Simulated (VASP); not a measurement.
# MgS (P1) in VASP: density of states with LDA

Aim: the density of states of MgS with LDA.

All numbers are computed with VASP 6.6.1; they aren't measurements. Logs are shortened: lines on timing, memory, paths and dates and some standing lists are left out, and cuts for length are marked.

## Step 1: The cell of the first run

The typed cell holds 2 atoms: a = 3.941 Å, b = 4.064 Å, c = 3.971 Å, α = 59.10°, β = 59.69°, γ = 59.95°.

## Step 2: Density of states, LDA

Contents of POSCAR:

```
MgS
1.0
    0.0345200000      2.7756700000      2.7968600000
    2.8976600000     -0.0186200000      2.8500000000
    2.8422900000      2.7734400000      0.0367600000
Mg S
1 1
Direct
    0.0008000000      0.0055100000      0.9968700000
    0.7523600000      0.7537600000      0.7483900000
```

Contents of INCAR.step1:

```
SYSTEM = MgS
PREC = Accurate
ENCUT = 520
EDIFF = 1E-6
ISMEAR = 0
SIGMA = 0.01
LREAL = .False.
LASPH = .True.
NELM = 80
ALGO = Normal
ISIF = 2
LWAVE = .False.
LCHARG = .True.
GGA = CA
NBANDS = 11
```

Contents of KPOINTS.step1:

```
regular mesh
0
Gamma
  3 3 3
  0 0 0
```

Contents of INCAR.step2:

```
SYSTEM = MgS
PREC = Accurate
ENCUT = 520
EDIFF = 1E-6
ISMEAR = -5
SIGMA = 0.01
LREAL = .False.
LASPH = .True.
NELM = 80
ALGO = Normal
ISIF = 2
LWAVE = .False.
LCHARG = .False.
GGA = CA
LORBIT = 11
NBANDS = 11
NEDOS = 1001
ICHARG = 11
```

Contents of KPOINTS.step2:

```
regular mesh
0
Gamma
  5 5 5
  0 0 0
```

Potentials or basis: VASP PAW LDA potentials, release 64 (Mg, S).

Launch:

```
$ cat potpaw_LDA.64/Mg/POTCAR potpaw_LDA.64/S/POTCAR > POTCAR
$ cp INCAR.step1 INCAR
$ cp KPOINTS.step1 KPOINTS
$ mpirun -np 1 vasp_std > vasp.out
$ cp INCAR.step2 INCAR
$ cp KPOINTS.step2 KPOINTS
$ mpirun -np 1 vasp_std > vasp.out
```

OUTCAR:

```text
SYSTEM = MgS
   PREC = Accurate
   ENCUT = 520
   EDIFF = 1E-6
   ISMEAR = -5
   LREAL = .False.
   LASPH = .True.
   NELM = 80
   ISIF = 2
   GGA = CA
   LORBIT = 11
   ICHARG = 11

 ion  position               nearest neighbor table
   1  0.001  0.006  0.997-   2 2.41   2 2.42   2 2.45   2 2.47
   2  0.752  0.754  0.748-   1 2.41   1 2.42   1 2.45   1 2.47

  LATTYP: Found a triclinic cell.
 ALAT       =     6.8034879594
 B/A-ratio  =     0.5791960634
 C/A-ratio  =     0.5826365376
 COS(alpha) =     0.0077023743
 COS(beta)  =     0.2863848469
 COS(gamma) =     0.8637547668

  Lattice vectors:

 A1 = (   2.7732500000,  -2.7779000000,  -5.5569600000)
 A2 = (  -0.0345200000,  -2.7756700000,  -2.7968600000)
 A3 = (  -0.0553700000,   2.7920600000,  -2.8132400000)

Analysis of symmetry for initial positions (statically):
=====================================================================
 Subroutine PRICEL returns:
 Original cell was already a primitive cell.

 Routine SETGRP: Setting up the symmetry group for a
 triclinic supercell.

 Subroutine GETGRP returns: Found  1 space group operations
 (whereof  1 operations were pure point group operations)
 out of a pool of  2 trial point group operations.

The static configuration has the point symmetry C_1 .

Analysis of symmetry for dynamics (positions and initial velocities):
=====================================================================
 Subroutine PRICEL returns:
 Original cell was already a primitive cell.

 Routine SETGRP: Setting up the symmetry group for a
 triclinic supercell.

 Subroutine GETGRP returns: Found  1 space group operations
 (whereof  1 operations were pure point group operations)
 out of a pool of  2 trial point group operations.

The dynamic configuration has the point symmetry C_1 .

 Subroutine INISYM returns: Found  1 space group operations
 (whereof  1 operations are pure point group operations),
 and found     1 'primitive' translations

----------------------------------------------------------------------------------------

                                     Primitive cell

  volume of cell :      44.5408

  direct lattice vectors                    reciprocal lattice vectors
     0.034520000  2.775670000  2.796860000    -0.177477487  0.179476106  0.181617986
     2.897660000 -0.018620000  2.850000000     0.171862439 -0.178448053  0.174974871
     2.842290000  2.773440000  0.036760000     0.178774019  0.179744597 -0.180589291

  length of vectors
     3.940553443  4.064391736  3.971389326     0.310958235  0.303309431  0.311256746

  position of ions in fractional coordinates (direct lattice)
     0.000800000  0.005510000  0.996870000
     0.752360000  0.753760000  0.748390000

  ion indices of the primitive-cell ions
   primitive index   ion index
                 1           1
                 2           2

----------------------------------------------------------------------------------------

 KPOINTS: regular mesh

Automatic generation of k-mesh.
 Grid dimensions read from file:
 generate k-points for:    5    5    5

 Generating k-lattice:

  Cartesian coordinates                     Fractional coordinates (reciprocal lattice)
    -0.035495497  0.035895221  0.036323597     0.200000000  0.000000000  0.000000000
     0.034372488 -0.035689611  0.034994974     0.000000000  0.200000000 -0.000000000
     0.035754804  0.035948919 -0.036117858    -0.000000000  0.000000000  0.200000000

  Length of vectors
     0.062191647  0.060661886  0.062251349

  Shift w.r.t. Gamma in fractional coordinates (k-lattice)
     0.000000000  0.000000000  0.000000000

 TETIRR: Found    372 inequivalent tetrahedra from      750

 Subroutine IBZKPT returns following result:
 ===========================================

 Found     63 irreducible k-points:

 Following reciprocal coordinates:
            Coordinates               Weight
  0.000000  0.000000  0.000000      1.000000
  0.200000 -0.000000  0.000000      2.000000
  0.400000 -0.000000  0.000000      2.000000
  0.000000  0.200000  0.000000      2.000000
  0.200000  0.200000  0.000000      2.000000
  0.400000  0.200000  0.000000      2.000000
[... 16 lines left out ...]
 -0.200000  0.200000  0.200000      2.000000
  0.000000  0.400000  0.200000      2.000000
 [... further k-points ...]
   k-points           NKPTS =     63   k-points in BZ     NKDIM =     63   number of bands    NBANDS=     11
   number of dos      NEDOS =   1001   number of ions     NIONS =      2
   total plane-waves  NPLWV =  27000
   dimension x,y,z NGX =    30 NGY =   30 NGZ =   30
   dimension x,y,z NGXF=    60 NGYF=   60 NGZF=   60
   ions per type =               1   1
   NGX,Y,Z   is equivalent  to a cutoff of  12.66, 12.27, 12.56 a.u.
   NGXF,Y,Z  is equivalent  to a cutoff of  25.31, 24.54, 25.12 a.u.
 SYSTEM =  MgS
   PREC   = accura    normal or accurate (medium, high low for compatibility)
   ISTART =      0    job   : 0-new  1-cont  2-samecut
   ICHARG =     11    charge: 1-file 2-atom 10-const
   ISPIN  =      1    spin polarized calculation?
   LNONCOLLINEAR =      F non collinear calculations
   LSORBIT =      F    spin-orbit coupling
   LASPH  =      T    aspherical Exc in radial PAW
   ENCUT  =  520.0 eV  38.22 Ry    6.18 a.u.   7.33  7.56  7.38*2*pi/ulx,y,z
   NELM   =     80;   NELMIN=  2; NELMDL=  0     # of ELM steps
   EDIFF  = 0.1E-05   stopping-criterion for ELM
   LREAL  =      F    real-space projection
[... 7 lines left out ...]
   TEBEG  =    0.0;   TEEND  =   0.0 temperature during run
   PSTRESS=    0.0 pullay stress
   NELECT =       8.0000    total number of electrons
   NUPDOWN=      -1.0000    fix difference up-down
   EMIN   =  10.00;   EMAX   =-10.00  energy-range for DOS
   EFERMI =   0.00;   METHOD = LEGACY
   ISMEAR =    -5;   SIGMA  =   0.01  broadening in eV -4-tet -1-fermi 0-gaus
   EFERMI_NEDOS =   21; number of points for ismear=-14 and -15
   IALGO  =     38    algorithm
   IMIX   =      4    mixing-type and parameters
     AMIX     =   0.40;   BMIX     =  1.00
     AMIX_MAG =   1.60;   BMIX_MAG =  1.00
  volume/ion in A,a.u.               =      22.27       150.29
  Fermi-wavevector in a.u.,A,eV,Ry     =   0.923674  1.745491 11.608139  0.853174
  Thomas-Fermi vector in A             =   2.049337
   LORBIT       =     11    0 simple, 1 ext, 2 COOP (PROOUT), +10 PAW based schemes
   GGA     = CA    functional components
   LHFCALC =     F    Hartree Fock is set to
   AEXX    =    0.0000 exact exchange contribution
   IVDW    =     0    specifies the selected vdW correction
   LEPSILON=     F    determine dielectric tensor
   LRPA    =     F    only Hartree local field effects (RPA)
 non-spin polarized calculation
 Fermi weights with tetrahedron method with Bloechl corrections
  energy-cutoff  :      520.00
  volume of cell :       44.54
 maximum number of plane-waves:      1221
 NGX is ok and might be reduce to    30

 number of electron       7.9999999 magnetization

 Free energy of the ion-electron system (eV)
  ---------------------------------------------------
  ext. energy  EPLUGINS =         0.00000000
  ---------------------------------------------------
  free energy    TOTEN  =        -9.37984821 eV

  energy without entropy =       -9.37984821  energy(sigma->0) =       -9.37984821

 E-fermi :   1.1308     XC(G=0):  -8.8175

 val. band max:        1.1282867400   @ k =   0.0000   0.0000   0.0000
 cond. band min:       4.3123332699   @ k =   0.0000   0.0000   0.0000
 fundamental gap:      3.1840465298
 Fermi energy:         1.1307780701

 k-point     1 :       0.0000    0.0000    0.0000
  band No.  band energies     occupation
      1     -10.2246      2.00000
      2       0.9966      2.00000
      3       1.1027      2.00000
      4       1.1283      2.00000
      5       4.3123      0.00000
      6       8.6172      0.00000
      7       8.8804      0.00000
      8       9.0614      0.00000
      9      11.6357      0.00000
     10      12.0039      0.00000
     11      14.4414      0.00000

 k-point     2 :       0.2000   -0.0000    0.0000
  band No.  band energies     occupation
      1      -9.9895      2.00000
      2      -0.3677      2.00000
      3       0.8641      2.00000
      4       0.9731      2.00000
      5       5.5626      0.00000
      6       8.6816      0.00000
      7       8.9166      0.00000
      8       9.2654      0.00000
      9      10.9952      0.00000
     10      11.2525      0.00000
     11      13.3307      0.00000

 k-point     3 :       0.4000   -0.0000    0.0000
  band No.  band energies     occupation
      1      -9.5460      2.00000
      2      -1.9689      2.00000
      3       0.6603      2.00000
      4       0.7857      2.00000
      5       5.9239      0.00000
      6       8.3773      0.00000
      7       8.7531      0.00000
      8       9.3933      0.00000
      9      12.8815      0.00000
     10      13.1785      0.00000
     11      13.2939      0.00000
[... 267 lines left out ...]
 k-point    23 :      -0.2000    0.2000    0.2000
  band No.  band energies     occupation
      1      -9.5509      2.00000
      2      -1.4973      2.00000
      3       0.1763      2.00000
      4       0.4472      2.00000
      5       6.2498      0.00000
      6       7.8204      0.00000
      7       8.7096      0.00000
      8      10.0142      0.00000
      9      11.9594      0.00000
     10      13.9327      0.00000
     11      14.8610      0.00000

 k-point    24 :       0.0000    0.4000    0.2000
  band No.  band energies     occupation
      1      -9.5850      2.00000
      2      -1.4895      2.00000
      3       0.1548      2.00000
      4       0.5131      2.00000
      5       6.3600      0.00000
      6       7.8828      0.00000
      7       8.8796      0.00000
      8      10.1213      0.00000
      9      11.8556      0.00000
     10      13.9011      0.00000
     11      14.9574      0.00000

 [... further k-points ...]

------------------------ aborting loop because EDIFF is reached ----------------------------------------

  FORCE on cell =-STRESS in cart. coord.  units (eV):
  Direction    XX          YY          ZZ          XY          YZ          ZX
  --------------------------------------------------------------------------------------
  -------------------------------------------------------------------------------------
  Total       -0.9097679     -0.7671639     -0.8026745      0.1028740      0.0780239     -0.4212111
  in kB      -32.7252686    -27.5956608    -28.8730107      3.7004816      2.8065987    -15.1513893
  external PRESSURE =     -29.7313134 kB  Pullay stress =       0.0000000 kB

 VOLUME and BASIS-vectors are now :
 -----------------------------------------------------------------------------
  energy-cutoff  :      520.00
  volume of cell :       44.54
      direct lattice vectors                 reciprocal lattice vectors
     0.034520000  2.775670000  2.796860000    -0.177477487  0.179476106  0.181617986
     2.897660000 -0.018620000  2.850000000     0.171862439 -0.178448053  0.174974871
     2.842290000  2.773440000  0.036760000     0.178774019  0.179744597 -0.180589291

 POSITION                                       TOTAL-FORCE (eV/Angst)
 -----------------------------------------------------------------------------------
      2.84939      2.76688      0.05459         0.025932     -0.147753      0.038088
      4.33725      4.14988      4.27997        -0.025932      0.147753     -0.038088
 -----------------------------------------------------------------------------------
    total drift:                                0.000321     -0.002254      0.000442

  FREE ENERGIE OF THE ION-ELECTRON SYSTEM (eV)
  ---------------------------------------------------
  free  energy   TOTEN  =        -9.3798482067 eV

  energy  without entropy=       -9.3798482067  energy(sigma->0) =       -9.37984821

 total charge

# of ion       s       p       d       tot
------------------------------------------
    1        0.175   0.158   0.040   0.373
    2        1.308   2.483   0.000   3.791
--------------------------------------------------
tot          1.482   2.641   0.040   4.164
```

It took 19 s on 1 thread of Intel Xeon Platinum 8259CL at 2.50GHz (Skylake/Cascade Lake), shared host; peak memory 0.16 GiB.

What came out:

```
Valence electrons inside the program's atomic spheres : Mg 0.37; S 3.79
```

Caveat: the k points lie up to 0.65 Å⁻¹ apart.
